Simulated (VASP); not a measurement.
A run of VASP 6.6.1:

The input POSCAR:

```
SnSe2
1.0
    3.8686269592     -0.0000002930      0.0000000000
   -1.9343132258      3.3503293709      0.0000000000
    0.0000000000      0.0000000000     29.9369999200
Sn Se
1 2
Direct
    0.0000000000      0.0000000000      0.3006313266
    0.6666666667      0.3333333333      0.3539322493
    0.3333333333      0.6666666667      0.2473304039
```

The input INCAR.step1:

```
PREC = Accurate ; ENCUT = 520
EDIFF = 1E-6 ; ISMEAR = 0
SIGMA = 0.02 ; LREAL = False
LASPH = True ; NELM = 80
ALGO = Normal ; ISIF = 2
LWAVE = False ; LCHARG = True
LDIPOL = True ; IDIPOL = 3
DIPOL = 0.5 0.5 0.301 ; GGA = PE
NBANDS = 20
```

File KPOINTS.step1:

```
Automatic mesh
0
Gamma
  12 12 1
```

The input INCAR.step2:

```
PREC = Accurate ; ENCUT = 520
EDIFF = 1E-6 ; ISMEAR = -5
SIGMA = 0.02 ; LREAL = False
LASPH = True ; NELM = 80
ALGO = Normal ; ISIF = 2
LWAVE = False ; LCHARG = False
LDIPOL = True ; IDIPOL = 3
DIPOL = 0.5 0.5 0.301 ; GGA = PE
LORBIT = 10 ; NBANDS = 20
NEDOS = 1001 ; ICHARG = 11
```

Contents of KPOINTS.step2:

```
Automatic mesh
0
Gamma
  18 18 1
```

Potentials or basis: VASP PAW PBE potentials, release 64 (Sn_d, Se).

The run is started by

```sh
$ cat potpaw_PBE.64/Sn_d/POTCAR potpaw_PBE.64/Se/POTCAR > POTCAR
$ cp INCAR.step1 INCAR
$ cp KPOINTS.step1 KPOINTS
$ mpirun -np 1 vasp_std > vasp.out
$ cp INCAR.step2 INCAR
$ cp KPOINTS.step2 KPOINTS
$ mpirun -np 1 vasp_std > vasp.out
```

Hardware: 1 thread of Intel Xeon 8259CL, with other jobs on the host.

Problem. How long does it take, and how much memory?

Solution. Run time: 13 min on 1 thread of Intel Xeon 8259CL, on a shared host, peak memory 0.62 GiB. Counts: k points 37.
